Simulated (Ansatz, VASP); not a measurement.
## Two plane-wave programs on FeS2

```xyz
6
Lattice="4.3889 0.0000 0.0000 0.0000 5.3573 0.0000 0.0000 0.0000 3.3548" Properties=species:S:1:pos:R:3 pbc="T T T"
Fe    2.1945    2.6787    1.6774
Fe    0.0000    0.0000    0.0000
S     1.2929    4.6889    1.6774
S     3.0960    0.6684    1.6774
S     0.9015    2.0103    0.0000
S     3.4874    3.3471    0.0000
```

Alike in both runs: functional PBE; dispersion D3(BJ); k mesh 6 × 6 × 8; occupations gaussian, width 0.02 eV; no spin polarisation.

Ansatz relaxed the structure, and its values are those at the end. VASP's run is a single point on that final structure, the one shown.

```csv
,VASP,Ansatz
version,VASP 6.6.1,Ansatz 0.2.0
potentials or method,"VASP PAW PBE potentials, release 64 (Fe, S), cutoff 600 eV","scalar-relativistic, plane waves, PAW"
valence electrons in the cell,40,56
```

Ansatz gave:

| Item | Value |
| --- | --- |
| gap on the k mesh at the Fermi level (eV) | 0.99 |
| least direct gap on the mesh (eV) | 1.29 |
| pressure (GPa) | 0.0 |
| rms of the force components (eV/Å) | 0.001 |

Question: Which values does VASP return?

Answer: gap on the k mesh at the Fermi level (eV): 0.96; least direct gap on the mesh (eV): 1.28; pressure (GPa): 0.1; rms of the force components (eV/Å): 0.034.

VASP's potentials hold 40 valence electrons a cell and Ansatz's 56, so a difference there can come from the potentials and not from the codes.
